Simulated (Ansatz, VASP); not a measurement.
CdSe in VASP and in Ansatz

```
Cd Se
1.0
     4.25909    0.00000    0.00000
    -2.12955    3.68848    0.00000
     0.00000    0.00000    6.95118
Cd Se
2 2
Direct
  0.33333 0.66667 0.00019
  0.66667 0.33333 0.50019
  0.33333 0.66667 0.37581
  0.66667 0.33333 0.87581
```

Change from the starting cell: strained cell.

Alike in both runs: functional PBEsol; k mesh 9 × 9 × 4; occupations gaussian, width 0.02 eV; no spin polarisation.

Ansatz relaxed the structure, and its values are those at the end. VASP's run is a single point on that final structure, the one shown.

```csv
,VASP,Ansatz
version,VASP 6.6.1,Ansatz 0.2.0
potentials or method,"VASP PAW PBE potentials, release 64 (Cd, Se), cutoff 500 eV","scalar-relativistic, plane waves, PAW"
valence electrons in the cell,36,72
```

Ansatz gave:

| Item | Value |
| --- | --- |
| gap on the k mesh at the Fermi level (eV) | 0.60 |
| least direct gap on the mesh (eV) | 0.60 |
| pressure (GPa) | 1.7 |

Problem. Which values does VASP return?

Solution. gap on the k mesh at the Fermi level (eV): 0.60; least direct gap on the mesh (eV): 0.60; pressure (GPa): 2.1.

VASP's potentials were made for PBE, not for PBEsol, and Ansatz warns of the same on its side. VASP's potentials hold 36 valence electrons a cell and Ansatz's 72, so a difference there can come from the potentials and not from the codes. Ansatz's warnings: stress scf threshold loose.
